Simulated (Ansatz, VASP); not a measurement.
## Two plane-wave programs on W3N4

```xyz
7
Lattice="4.1944 0.0000 0.0000 0.0000 4.1944 0.0000 0.0000 0.0000 4.1944" Properties=species:S:1:pos:R:3 pbc="T T T"
W     2.0972    2.0972    0.0000
W     0.0000    2.0972    2.0972
W     2.0972    0.0000    2.0972
N     2.0972    2.0972    2.0972
N     2.0972    0.0000    0.0000
N     0.0000    2.0972    0.0000
N     0.0000    0.0000    2.0972
```

Alike in both runs: functional r2SCAN; k mesh 10 × 10 × 10; occupations gaussian, width 0.1 eV; no spin polarisation.

Ansatz relaxed the structure, and its values are those at the end. VASP's run is a single point on that final structure, the one shown.

|  | VASP | Ansatz |
| --- | --- | --- |
| version | VASP 6.6.1 | Ansatz 0.2.0 |
| potentials or method | VASP PAW PBE potentials, release 64 (W_sv, N), cutoff 520 eV | scalar-relativistic, plane waves, PAW |
| valence electrons in the cell | 62 | 62 |

Ansatz gave:

* gap on the k mesh at the Fermi level (eV): none
* pressure (GPa): 0.0

Task: Estimate VASP's values.

Result: gap on the k mesh at the Fermi level (eV): none; pressure (GPa): 2.4.

VASP's potentials were made for PBE, not for r2SCAN. A gap of «none» marks a metal or a gap that the smearing closes. With one functional, cell and mesh, what is left measures potentials, basis and numerics.

Neither program's run includes spin-orbit coupling.
